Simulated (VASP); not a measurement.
# Ta5O in VASP: notebook

The runs below take Ta5O through single point, with PBEsol.

Program: VASP 6.6.1. These are calculated values, not measurements. Logs are shortened: lines on timing, memory, paths and dates and some standing lists are left out, and cuts for length are marked.

### Step 1. The cell of the first run

The cell holds a slab with vacuum, 6 atoms: a = 3.281 Å, b = 3.281 Å, c = 25.561 Å, α = 90.00°, β = 90.00°, γ = 90.00°.

### Step 2. Single point, PBEsol

File INCAR:

```
SYSTEM = Ta5O
PREC = Accurate
ENCUT = 520
EDIFF = 1E-7
ISMEAR = 0
SIGMA = 0.1
LREAL = .FALSE.
LASPH = .TRUE.
NELM = 80
ALGO = Normal
ISIF = 2
LWAVE = .FALSE.
LCHARG = .FALSE.
LDIPOL = .TRUE.
IDIPOL = 3
DIPOL = 0.5 0.5 0.486
GGA = PS
NBANDS = 40
```

File KPOINTS:

```
Automatic mesh
0
G
  9 9 1
  0 0 0
```

File POSCAR:

```
Ta5O
1.0
    3.2805195245      0.0000000000      0.0000000000
    0.0000000000      3.2805195245      0.0000000000
    0.0000000000      0.0000000000     25.5610390491
Ta O
5 1
Direct
    0.5000000000      0.5000000000      0.3325373427
    0.0000000000      0.0000000000      0.3967076512
    0.5000000000      0.5000000000      0.4611411134
    0.0000000000      0.0000000000      0.5263369579
    0.5000000000      0.5000000000      0.5815099130
    0.6666666667      1.0000000000      0.6175450087
```

Potentials or basis: VASP PAW PBE potentials, release 64 (Ta_pv, O).

The run is started by

```bash
cat potpaw_PBE.64/Ta_pv/POTCAR potpaw_PBE.64/O/POTCAR > POTCAR
mpirun -np 1 vasp_std > vasp.out
```

OUTCAR:

```text
SYSTEM = Ta5O
   PREC = Accurate
   ENCUT = 520
   EDIFF = 1E-7
   ISMEAR = 0
   LREAL = .FALSE.
   LASPH = .TRUE.
   NELM = 80
   ISIF = 2
   GGA = PS

 ion  position               nearest neighbor table
   1  0.500  0.500  0.333-   2 2.84   2 2.84   2 2.84   2 2.84   3 3.29
   2  0.000  0.000  0.397-   1 2.84   1 2.84   1 2.84   1 2.84   3 2.84   3 2.84   3 2.84   3 2.84
                             4 3.31
   3  0.500  0.500  0.461-   2 2.84   2 2.84   2 2.84   2 2.84   4 2.86   4 2.86   4 2.86   4 2.86
                             5 3.08   1 3.29
   4  0.000  0.000  0.526-   6 2.58   5 2.71   5 2.71   5 2.71   5 2.71   3 2.86   3 2.86   3 2.86
                             3 2.86   2 3.31
   5  0.500  0.500  0.582-   6 1.96   6 1.96   4 2.71   4 2.71   4 2.71   4 2.71   3 3.08
   6  0.667  0.000  0.618-   5 1.96   5 1.96   4 2.58

  LATTYP: Found a simple tetragonal cell.
 ALAT       =     3.2805195245
 C/A-ratio  =     7.7917655598

  Lattice vectors:

 A1 = (   3.2805195245,   0.0000000000,   0.0000000000)
 A2 = (   0.0000000000,   3.2805195245,   0.0000000000)
 A3 = (   0.0000000000,   0.0000000000,  25.5610390491)

Analysis of symmetry for initial positions (statically):
=====================================================================
 Subroutine PRICEL returns:
 Original cell was already a primitive cell.

 Routine SETGRP: Setting up the symmetry group for a
 simple tetragonal supercell.

 Subroutine GETGRP returns: Found  2 space group operations
 (whereof  2 operations were pure point group operations)
 out of a pool of 16 trial point group operations.

The static configuration has the point symmetry C_1h.

Analysis of symmetry for dynamics (positions and initial velocities):
=====================================================================
 Subroutine PRICEL returns:
 Original cell was already a primitive cell.

 Routine SETGRP: Setting up the symmetry group for a
 simple tetragonal supercell.

 Subroutine GETGRP returns: Found  2 space group operations
 (whereof  2 operations were pure point group operations)
 out of a pool of 16 trial point group operations.

The dynamic configuration has the point symmetry C_1h.

 Subroutine INISYM returns: Found  2 space group operations
 (whereof  2 operations are pure point group operations),
 and found     1 'primitive' translations

----------------------------------------------------------------------------------------

                                     Primitive cell

  volume of cell :     275.0830

  direct lattice vectors                    reciprocal lattice vectors
     3.280519524  0.000000000  0.000000000     0.304829766  0.000000000  0.000000000
     0.000000000  3.280519524  0.000000000     0.000000000  0.304829766  0.000000000
     0.000000000  0.000000000 25.561039049     0.000000000  0.000000000  0.039122040

  length of vectors
     3.280519524  3.280519524 25.561039049     0.304829766  0.304829766  0.039122040

  position of ions in fractional coordinates (direct lattice)
     0.500000000  0.500000000  0.332537343
     0.000000000  0.000000000  0.396707651
     0.500000000  0.500000000  0.461141113
     0.000000000  0.000000000  0.526336958
     0.500000000  0.500000000  0.581509913
     0.666666667  0.000000000  0.617545009

  ion indices of the primitive-cell ions
   primitive index   ion index
                 1           1
                 2           2
                 3           3
                 4           4
                 5           5
                 6           6

----------------------------------------------------------------------------------------

 KPOINTS: Automatic mesh

Automatic generation of k-mesh.
 Grid dimensions read from file:
 generate k-points for:    9    9    1

 Generating k-lattice:

  Cartesian coordinates                     Fractional coordinates (reciprocal lattice)
     0.033869974  0.000000000  0.000000000     0.111111111  0.000000000  0.000000000
     0.000000000  0.033869974  0.000000000     0.000000000  0.111111111  0.000000000
     0.000000000  0.000000000  0.039122040     0.000000000  0.000000000  1.000000000

  Length of vectors
     0.033869974  0.033869974  0.039122040

  Shift w.r.t. Gamma in fractional coordinates (k-lattice)
     0.000000000  0.000000000  0.000000000

 Subroutine IBZKPT returns following result:
 ===========================================

 Found     25 irreducible k-points:

 Following reciprocal coordinates:
            Coordinates               Weight
  0.000000  0.000000  0.000000      1.000000
  0.111111  0.000000  0.000000      2.000000
  0.000000  0.111111  0.000000      2.000000
  0.222222  0.000000  0.000000      2.000000
  0.000000  0.222222  0.000000      2.000000
  0.333333  0.000000  0.000000      2.000000
[... 16 lines left out ...]
  0.444444  0.333333  0.000000      4.000000
 -0.333333  0.444444  0.000000      4.000000
   k-points           NKPTS =     25   k-points in BZ     NKDIM =     25   number of bands    NBANDS=     40
   number of dos      NEDOS =    301   number of ions     NIONS =      6
   total plane-waves  NPLWV = 110592
   dimension x,y,z NGX =    24 NGY =   24 NGZ =  192
   dimension x,y,z NGXF=    48 NGYF=   48 NGZF=  384
   ions per type =               5   1
   NGX,Y,Z   is equivalent  to a cutoff of  12.16, 12.16, 12.49 a.u.
   NGXF,Y,Z  is equivalent  to a cutoff of  24.32, 24.32, 24.97 a.u.
 SYSTEM =  Ta5O
   PREC   = accura    normal or accurate (medium, high low for compatibility)
   ISTART =      0    job   : 0-new  1-cont  2-samecut
   ICHARG =      2    charge: 1-file 2-atom 10-const
   ISPIN  =      1    spin polarized calculation?
   LNONCOLLINEAR =      F non collinear calculations
   LSORBIT =      F    spin-orbit coupling
   LASPH  =      T    aspherical Exc in radial PAW
   ENCUT  =  520.0 eV  38.22 Ry    6.18 a.u.   6.10  6.10 47.53*2*pi/ulx,y,z
   NELM   =     80;   NELMIN=  2; NELMDL= -5     # of ELM steps
   EDIFF  = 0.1E-06   stopping-criterion for ELM
   LREAL  =      F    real-space projection
   EDIFFG = 0.1E-05   stopping-criterion for IOM
   NSW    =      0    number of steps for IOM
   IBRION =     -1    ionic relax: 0-MD 1-quasi-New 2-CG
   NFREE  =      0    steps in history (QN), initial steepest desc. (CG)
   ISIF   =      2    stress and relaxation
   ISYM   =      2    0-nonsym 1-usesym 2-fastsym
   POTIM  = 0.5000    time-step for ionic-motion
   TEBEG  =    0.0;   TEEND  =   0.0 temperature during run
   PSTRESS=    0.0 pullay stress
   NELECT =      61.0000    total number of electrons
   NUPDOWN=      -1.0000    fix difference up-down
   EMIN   =  10.00;   EMAX   =-10.00  energy-range for DOS
   EFERMI =   0.00;   METHOD = LEGACY
   ISMEAR =     0;   SIGMA  =   0.10  broadening in eV -4-tet -1-fermi 0-gaus
   EFERMI_NEDOS =   21; number of points for ismear=-14 and -15
   IALGO  =     38    algorithm
   IMIX   =      4    mixing-type and parameters
     AMIX     =   0.40;   BMIX     =  1.00
     AMIX_MAG =   1.60;   BMIX_MAG =  1.00
  volume/ion in A,a.u.               =      45.85       309.39
  Fermi-wavevector in a.u.,A,eV,Ry     =   0.990901  1.872531 13.359349  0.981884
  Thomas-Fermi vector in A             =   2.122604
   LORBIT       =      0    0 simple, 1 ext, 2 COOP (PROOUT), +10 PAW based schemes
   GGA     = PS    functional components
   LHFCALC =     F    Hartree Fock is set to
   AEXX    =    0.0000 exact exchange contribution
   IVDW    =     0    specifies the selected vdW correction
   LEPSILON=     F    determine dielectric tensor
   LRPA    =     F    only Hartree local field effects (RPA)
 non-spin polarized calculation
 Gauss-broadening in eV      SIGMA  =   0.10
  energy-cutoff  :      520.00
  volume of cell :      275.08
 maximum number of plane-waves:      7464
   NGX = 13   NGY = 13   NGZ = 95

 dipolmoment           0.000000      0.000000     -0.044260 electrons x Angstroem

 number of electron      61.0000015 magnetization

 dipolmoment           0.000000      0.000000      0.020983 electrons x Angstroem

 Free energy of the ion-electron system (eV)
  ---------------------------------------------------
  ext. energy  EPLUGINS =         0.00000000
  ---------------------------------------------------
  free energy    TOTEN  =       -68.00090923 eV

  energy without entropy =      -67.98190106  energy(sigma->0) =      -67.99140515

 E-fermi :  -0.6823     XC(G=0):  -5.1590

 val. band max:       -0.6917328046   @ k =   0.4444   0.4444   0.0000
 cond. band min:      -0.6654875532   @ k =   0.2222   0.1111   0.0000
 fundamental gap:      0.0262452514
 Fermi energy:        -0.6823258726

 k-point     1 :       0.0000    0.0000    0.0000
  band No.  band energies     occupation
      1     -35.5498      2.00000
      2     -35.4401      2.00000
      3     -35.4205      2.00000
      4     -35.3872      2.00000
      5     -35.2671      2.00000
      6     -35.2597      2.00000
[... 32 lines left out ...]
     39       2.1411      0.00000
     40       2.3114      0.00000

 k-point     2 :       0.1111    0.0000    0.0000
  band No.  band energies     occupation
      1     -35.5375      2.00000
      2     -35.4489      2.00000
      3     -35.4440      2.00000
      4     -35.4076      2.00000
      5     -35.2917      2.00000
      6     -35.2596      2.00000
[... 32 lines left out ...]
     39       2.0097      0.00000
     40       2.4807      0.00000

 k-point     3 :       0.0000    0.1111    0.0000
  band No.  band energies     occupation
      1     -35.6166      2.00000
      2     -35.4438      2.00000
      3     -35.4157      2.00000
      4     -35.3764      2.00000
      5     -35.2992      2.00000
      6     -35.2520      2.00000
[... 853 lines left out ...]
  band No.  band energies     occupation
      1     -35.8831      2.00000
      2     -35.6497      2.00000
      3     -35.4844      2.00000
      4     -35.4655      2.00000
      5     -35.3679      2.00000
      6     -35.3553      2.00000
[... 32 lines left out ...]
     39       3.3188      0.00000
     40       3.4541      0.00000

 k-point    24 :      -0.3333    0.4444    0.0000
  band No.  band energies     occupation
      1     -35.9828      2.00000
      2     -35.6021      2.00000
      3     -35.4936      2.00000
      4     -35.4584      2.00000
      5     -35.3620      2.00000
      6     -35.3269      2.00000
[... 32 lines left out ...]
     39       3.4012      0.00000
     40       3.4570      0.00000

 [... further k-points ...]

------------------------ aborting loop because EDIFF is reached ----------------------------------------

 vacuum level on the upper side and lower side of the slab       (xc-potential included)         0.167        -0.178

  FORCE on cell =-STRESS in cart. coord.  units (eV):
  Direction    XX          YY          ZZ          XY          YZ          ZX
  --------------------------------------------------------------------------------------
  -------------------------------------------------------------------------------------
  Total        1.2151240     -0.2393184      0.1939692      0.0000000      0.0000000      1.3816038
  in kB        7.0772973     -1.3938718      1.1297427      0.0000000      0.0000000      8.0469320
  external PRESSURE =       2.2710561 kB  Pullay stress =       0.0000000 kB

 VOLUME and BASIS-vectors are now :
 -----------------------------------------------------------------------------
  energy-cutoff  :      520.00
  volume of cell :      275.08
      direct lattice vectors                 reciprocal lattice vectors
     3.280519524  0.000000000  0.000000000     0.304829766  0.000000000  0.000000000
     0.000000000  3.280519524  0.000000000     0.000000000  0.304829766  0.000000000
     0.000000000  0.000000000 25.561039049     0.000000000  0.000000000  0.039122040

 POSITION                                       TOTAL-FORCE (eV/Angst)
 -----------------------------------------------------------------------------------
      1.64026      1.64026      8.50000        -0.101451      0.000000      1.339654
      0.00000      0.00000     10.14026         0.206213      0.000000     -1.185362
      1.64026      1.64026     11.78725         0.025823      0.000000      0.072796
      0.00000      0.00000     13.45372        -0.762748      0.000000     -2.347437
      1.64026      1.64026     14.86400        -0.143064      0.000000      2.023027
      2.18701      0.00000     15.78509         0.775227      0.000000      0.097322
 -----------------------------------------------------------------------------------
    total drift:                               -0.000156      0.000000      0.000775

  FREE ENERGIE OF THE ION-ELECTRON SYSTEM (eV)
  ---------------------------------------------------
  free  energy   TOTEN  =       -68.0009092338 eV

  energy  without entropy=      -67.9819010583  energy(sigma->0) =      -67.99140515

 vacuum level on the upper side and lower side of the slab         3.775         3.419
```

It took 3.8 min on 1 thread of Intel Xeon 6975P-C (Granite Rapids), shared host; peak memory 0.46 GiB.

What came out:

- Free energy: -68.0009 eV
- Largest force: 2.468 eV/Å
- Band gap on the k mesh: zero (an odd number of electrons rules out a gap without spin polarisation)

Forces in eV/Å, atoms in the order of the input:
```
Ta  -0.101  0.000  1.340
Ta   0.206  0.000 -1.185
Ta   0.026  0.000  0.073
Ta  -0.763  0.000 -2.347
Ta  -0.143  0.000  2.023
O    0.775  0.000  0.097
```

Caveat: the PAW data sets were made with another functional, which shifts forces and pressure a little; spin-orbit coupling is left out, which moves the levels of the heavy elements; an odd number of electrons without spin polarisation forces a metal; a magnetic or distorted state may lie lower.

### Step 3. Single point, PBEsol

File INCAR:

```
SYSTEM = Ta5O
  PREC = Accurate
  ENCUT = 520
  EDIFF = 1E-6
  ISMEAR = 0
  SIGMA = 0.1
  LREAL = .FALSE.
  LASPH = .TRUE.
  NELM = 80
  ALGO = Normal
  ISIF = 2
  LWAVE = .FALSE.
  LCHARG = .TRUE.
  LDIPOL = .TRUE.
  IDIPOL = 3
  DIPOL = 0.5 0.5 0.485
  GGA = PS
  LELF = .TRUE.
  LVHAR = .TRUE.
  LVACPOTAV = .TRUE.
  NBANDS = 40
```

File KPOINTS:

```
regular mesh
0
G
  9 9 1
  0 0 0
```

Edit POSCAR of step 2 so:

```diff
@@ -13,2 +13,2 @@
     0.5000000000      0.5000000000      0.5815099130
-    0.6666666667      1.0000000000      0.6175450087
+    0.8333333333      1.0000000000      0.6113350324
```

Potentials or basis: VASP PAW PBE potentials, release 64 (Ta_pv, O).

The run is started by

```bash
cat potpaw_PBE.64/Ta_pv/POTCAR potpaw_PBE.64/O/POTCAR > POTCAR
mpirun -np 1 vasp_std > vasp.out
```

It took 4.1 min on 1 thread of Intel Xeon 6975P-C (Granite Rapids), shared host; peak memory 0.45 GiB.

It converged, with:

* Free energy: -68.1024 eV
* Largest force: 2.593 eV/Å
* Band gap on the k mesh: zero (an odd number of electrons rules out a gap without spin polarisation)

Forces on the atoms (eV/Å):
```
Ta  -0.086  0.000  1.426
Ta   0.125  0.000 -1.237
Ta   0.133  0.000 -0.227
Ta  -0.387  0.000 -2.483
Ta   0.814  0.000  2.462
O   -0.598  0.000  0.059
```

Levels at points of the mesh, in eV from the Fermi level:
| k point | band 28 | band 29 | band 30 | band 31 | band 32 | band 33 | band 34 | band 35 |
| --- | --- | --- | --- | --- | --- | --- | --- | --- |
| (0.00, 0.00, 0.00) | -0.06 | 0.32 | 0.46 | 0.47 | 0.57 | 0.63 | 1.00 | 1.13 |

Caveat: the PAW data sets were made with another functional, which shifts forces and pressure a little; spin-orbit coupling is left out, which moves the levels of the heavy elements; an odd number of electrons without spin polarisation forces a metal; a magnetic or distorted state may lie lower.

### Step 4. Single point, PBEsol

File INCAR:

```
SYSTEM = Ta5O
  PREC = Accurate
  ENCUT = 520
  EDIFF = 1E-6
  ISMEAR = 0
  SIGMA = 0.1
  LREAL = .FALSE.
  LASPH = .TRUE.
  NELM = 100
  ALGO = Normal
  ISIF = 2
  LWAVE = .FALSE.
  LCHARG = .FALSE.
  LDIPOL = .TRUE.
  IDIPOL = 3
  DIPOL = 0.5 0.5 0.498
  GGA = PS
  NBANDS = 40
```

KPOINTS is that of step 3.

Edit POSCAR of step 3 so:

```diff
@@ -13,2 +13,2 @@
     0.5000000000      0.5000000000      0.5815099130
-    0.8333333333      1.0000000000      0.6113350324
+    0.8333333333      1.0000000000      0.6895791130
```

The run is started by

```bash
cat potpaw_PBE.64/Ta_pv/POTCAR potpaw_PBE.64/O/POTCAR > POTCAR
mpirun -np 1 vasp_std > vasp.out
```

Wall time 4.6 min (1 thread of Intel Xeon 6975P-C (Granite Rapids), shared host); peak memory 0.45 GiB.

The run converged. Its results:

```
Free energy            : -61.3059 eV
Largest force          : 2.487 eV/Å
Band gap on the k mesh : zero (an odd number of electrons rules out a gap without spin polarisation)
```

Forces in eV/Å, atoms in the order of the input:
```
Ta   0.003  0.000  1.409
Ta   0.003  0.000 -1.432
Ta  -0.003  0.000 -0.046
Ta  -0.055  0.000 -0.521
Ta   0.304  0.000  2.468
O   -0.252  0.000 -1.878
```

Levels at points of the mesh, in eV from the Fermi level:
```tsv
k point	band 28	band 29	band 30	band 31	band 32	band 33
(0.00, 0.00, 0.00)	0.13	0.45	0.45	0.54	0.76	0.76
```

Caveat: the PAW data sets were made with another functional, which shifts forces and pressure a little; spin-orbit coupling is left out, which moves the levels of the heavy elements; an odd number of electrons without spin polarisation forces a metal; a magnetic or distorted state may lie lower.

### Step 5. Summary

| cell | gap on the mesh (eV) | largest force (eV/Å) |
| --- | --- | --- |
| as given, atomic positions A | none | 2.47 |
| as given, atomic positions B | none | 2.59 |
| as given, atomic positions C | none | 2.49 |

Alike in all rows: task single point; level PBEsol; potentials or basis VASP PAW PBE potentials, release 64 (Ta_pv, O); no spin polarisation; k mesh 9 × 9 × 1; cutoff (eV) 520; smearing gaussian 0.1 eV.

Caveats: the PAW data sets were made with another functional, which shifts forces and pressure a little; spin-orbit coupling is left out, which moves the levels of the heavy elements; an odd number of electrons without spin polarisation forces a metal; a magnetic or distorted state may lie lower.

Absolute energies hang on the potentials; compare differences alone.
